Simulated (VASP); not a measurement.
A run of VASP 6.6.1 is set up as follows.

File INCAR:

```
SYSTEM = As2RhAu3
ALGO = Normal
EDIFF = 1E-6
ENCUT = 520
GGA = PS
ISIF = 2
ISMEAR = -1
LASPH = .True.
LCHARG = .True.
LELF = .True.
LREAL = .False.
LVHAR = .True.
LWAVE = .False.
NBANDS = 38
NELM = 60
PREC = Accurate
SIGMA = 0.03
```

File KPOINTS:

```
k-points
0
Gamma
  6 6 6
  0 0 0
```

Contents of POSCAR:

```
As2RhAu3
1.0
   -2.4376075932      2.6451540143      4.1638386325
    2.4376075932     -2.6451540143      4.1638386325
    2.4376075932      2.6451540143     -4.1638386325
As Rh Au
2 1 3
Direct
    0.7068388888      0.7068388888      0.0000000000
    0.2931611112      0.2931611112      0.0000000000
    0.0000000000      0.0000000000      0.0000000000
    0.5000000000      0.0000000000      0.5000000000
    0.1645479628      0.6645479628      0.5000000000
    0.8354520372      0.3354520372      0.5000000000
```

Potentials or basis: VASP PAW PBE potentials, release 64 (As, Rh_pv, Au).

Run with:

```bash
$ cat potpaw_PBE.64/As/POTCAR potpaw_PBE.64/Rh_pv/POTCAR potpaw_PBE.64/Au/POTCAR > POTCAR
$ mpirun -np 1 vasp_std > vasp.out
```

Problem. Predict the band gap on the k mesh.

Solution. Zero (bands 29 and 30 overlap by 0.61 eV).

Problem. What does it give for the pressure?

Solution. 0.0 GPa.

Problem. What does it give for the largest force?

Solution. 0.014 eV/Å.

Forces on the atoms (eV/Å):
```
As   0.000  0.000 -0.014
As   0.000  0.000  0.014
Rh   0.000  0.000  0.000
Au   0.000  0.000  0.000
Au   0.000  0.000 -0.010
Au   0.000  0.000  0.010
```

Caveat: the PAW data sets were made with another functional, which shifts forces and pressure a little; spin-orbit coupling is left out, which moves the levels of the heavy elements.
